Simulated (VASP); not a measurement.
**ZnS (l.bB): single point with LDA**

ZnS (l.bB):

```xyz
2
Lattice="0.0000 2.6483 2.6483 2.6483 0.0000 2.6483 2.6483 2.6483 0.0000" Properties=species:S:1:pos:R:3 pbc="T T T"
Zn    0.0000    0.0000    0.0000
S     1.3242    1.3242    1.3242
```

| Property | Result |
| --- | --- |
| Program | VASP 6.6.1 |
| Task | single point |
| Functional | LDA |
| Potentials or basis | VASP PAW LDA potentials, release 64 (Zn, S) |
| Cutoff | 500 eV |
| k mesh | 10 × 10 × 10 |
| Occupations | gaussian, width 0.02 eV |
| Spin | no spin polarisation |
| Dipole correction | no |
| Further INCAR settings | ALGO = Normal; EDIFF = 1e-06; NBANDS = 16 |

```
Pressure               : 0.2 GPa
Band gap on the k mesh : 2.16 eV, direct
```

Levels at points of the mesh, in eV from the valence-band top:
```csv
k point,band 5,band 6,band 7,band 8,band 9,band 10,band 11,band 12,band 13,band 14
"(0.00, 0.00, 0.00)",-6.20,-6.20,0.00,0.00,0.00,2.16,6.21,6.21,6.21,11.83
"(0.50, 0.00, 0.00)",-6.17,-5.98,-5.78,-0.97,-0.97,3.23,6.76,6.76,8.85,12.15
"(0.50, 0.50, 0.00)",-6.12,-5.96,-4.91,-2.47,-2.47,3.06,3.89,11.16,12.20,12.20
```

Wall time 21 s on 1 thread of AMD EPYC 9R45 (Zen 5), with other jobs on the host, peak memory 0.11 GiB.

Expect the measured gap to be larger: semilocal functionals such as LDA lack the derivative discontinuity.
